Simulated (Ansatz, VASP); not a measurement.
## TiC: VASP beside Ansatz

```xyz
2
Lattice="0.0000 2.1465 2.1465 2.1465 0.0000 2.1465 2.1465 2.1465 0.0000" Properties=species:S:1:pos:R:3 pbc="T T T"
Ti    0.0000    0.0000    0.0000
C     2.1465    2.1465    2.1465
```

Alike in both runs: functional PBEsol; k mesh 12 × 12 × 12; occupations gaussian, width 0.1 eV; no spin polarisation.

Ansatz relaxed the structure, and its values are those at the end. VASP's run is a single point on that final structure, the one shown.

|  | VASP | Ansatz |
| --- | --- | --- |
| version | VASP 6.6.1 | Ansatz 0.2.0 |
| potentials or method | VASP PAW PBE potentials, release 64 (Ti_sv, C), cutoff 520 eV | plane-wave PAW, scalar-relativistic |
| valence electrons in the cell | 16 | 16 |

```csv
,VASP,Ansatz,Ansatz less VASP
pressure (GPa),0.3,0.0,-0.33
```

VASP's potentials were made for PBE, not for PBEsol, and Ansatz warns of the same on its side.
